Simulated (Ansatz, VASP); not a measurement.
Sb in VASP and in Ansatz

```
CELL_PARAMETERS angstrom
2.18586 1.26201 3.80539
-2.18586 1.26201 3.80539
0.00000 -2.52402 3.80539
ATOMIC_POSITIONS crystal
Sb 0.23364 0.23364 0.23364
Sb 0.76636 0.76636 0.76636
```

Change from the starting cell: volume scaled by 1.05.

Alike in both runs: task single point; functional PBE; k mesh 9 × 9 × 9; occupations fermi-dirac, width 0.05 eV; no spin polarisation.

|  | VASP | Ansatz |
| --- | --- | --- |
| version | VASP 6.6.1 | Ansatz 0.2.0 |
| potentials or method | VASP PAW PBE potentials, release 64 (Sb), cutoff 520 eV | all-electron LAPW, scalar-relativistic |

VASP gave:

| Quantity | Value |
| --- | --- |
| pressure (GPa) | 0.3 |
| rms of the force components (eV/Å) | 0.004 |

Question: Which values does Ansatz return?

Answer: Pressure (GPa): 0.3; rms of the force components (eV/Å): 0.025.

Atom by atom the forces differ by 0.021 eV/Å (rms over components). Ansatz ran all-electron here, and VASP with PAW potentials.

Spin-orbit coupling is off throughout.
